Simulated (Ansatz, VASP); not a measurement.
## Two plane-wave programs on Pd

```
Pd
1.0
     0.00000    1.91861    1.91861
     1.91861    0.00000    1.91861
     1.91861    1.91861    0.00000
Pd
1
Direct
  0.00000 0.00000 0.00000
```

Change from the starting cell: volume scaled by 0.96, PAW files.

Alike in both runs: task electric field gradients; functional PBE; k mesh 18 × 18 × 18; occupations fermi-dirac, width 0.05 eV; no spin polarisation.

|  | VASP | Ansatz |
| --- | --- | --- |
| version | VASP 6.6.1 | Ansatz 0.2.0 |
| potentials or method | VASP PAW PBE potentials, release 64 (Pd) | PAW with Ansatz's default frozen-core files, scalar-relativistic |
| plane-wave cutoff (eV) | 520 | 420 |
| valence electrons in the cell | 10 | 18 |

```tsv
	VASP	Ansatz	Ansatz less VASP
pressure (GPa)	16.7	17.1	+0.42
```

VASP's potentials hold 10 valence electrons a cell and Ansatz's 18, so a difference there can come from the potentials and not from the codes.
